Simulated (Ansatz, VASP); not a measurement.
MgO: VASP beside Ansatz

```xyz
2
Lattice="0.0000 2.1022 2.1022 2.1022 0.0000 2.1022 2.1022 2.1022 0.0000" Properties=species:S:1:pos:R:3 pbc="T T T"
Mg    0.0000    0.0000    0.0000
O     2.1022    2.1022    2.1022
```

Alike in both runs: task single point; functional r2SCAN; k mesh 8 × 8 × 8; no spin polarisation.

|  | VASP | Ansatz |
| --- | --- | --- |
| version | VASP 6.6.1 | Ansatz 0.2.0 |
| potentials or method | VASP PAW PBE potentials, release 64 (Mg, O) | plane waves |
| plane-wave cutoff (eV) | 520 | 500 |
| occupations | methfessel-paxton of order 1, width 0.05 eV | cold, width 0.05 eV |
| valence electrons in the cell | 8 | 16 |

Ansatz gave:

* gap on the k mesh at the Fermi level (eV): 5.68
* pressure (GPa): 0.0

Question: Which values does VASP return?

Answer: gap on the k mesh at the Fermi level (eV): 5.66; pressure (GPa): -1.1.

VASP's potentials were made for PBE, not for r2SCAN. VASP's potentials hold 8 valence electrons a cell and Ansatz's 16, so a difference there can come from the potentials and not from the codes.
